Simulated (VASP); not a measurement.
A run of VASP 6.6.1:

Contents of INCAR:

```
ALGO = Normal
EDIFF = 1E-6
EDIFFG = -0.01
ENCUT = 600
GGA = PE
IBRION = 2
ISIF = 3
ISMEAR = 0
LASPH = T
LCHARG = F
LREAL = F
LWAVE = F
NELM = 80
NSW = 100
PREC = Accurate
SIGMA = 0.1
```

File KPOINTS:

```
k-points
0
Gamma
  8 8 8
```

File POSCAR:

```
Ga4As3N
1.0
    5.1866443108      0.0000000000      0.0000000000
    0.0000000000      5.1866443108      0.0000000000
    0.0000000000      0.0000000000      5.1866443108
Ga As N
4 3 1
Direct
    0.5000000000      0.5000000000      0.5000000000
    0.0000000000      0.5000000000      0.0000000000
    0.5000000000      0.0000000000      0.0000000000
    0.0000000000      0.0000000000      0.5000000000
    0.5000000000      0.0000000000      0.5000000000
    0.0000000000      0.5000000000      0.5000000000
    0.5000000000      0.5000000000      0.0000000000
    0.0000000000      0.0000000000      0.0000000000
```

Potentials or basis: VASP PAW PBE potentials, release 64 (Ga_d, As, N).

Run with:

```bash
$ cat potpaw_PBE.64/Ga_d/POTCAR potpaw_PBE.64/As/POTCAR potpaw_PBE.64/N/POTCAR > POTCAR
$ mpirun -np 1 vasp_std > vasp.out
```

Hardware: 1 thread of Intel(R) Xeon(R) Platinum 8488C (Sapphire Rapids) (shared host).

Task: Estimate the wall time of this run.

Result: Run time: 6.5 min on 1 thread of Intel(R) Xeon(R) Platinum 8488C (Sapphire Rapids), on a shared host, peak memory 0.41 GiB. Counts: scf iterations 32, k points 35, ion steps 3.
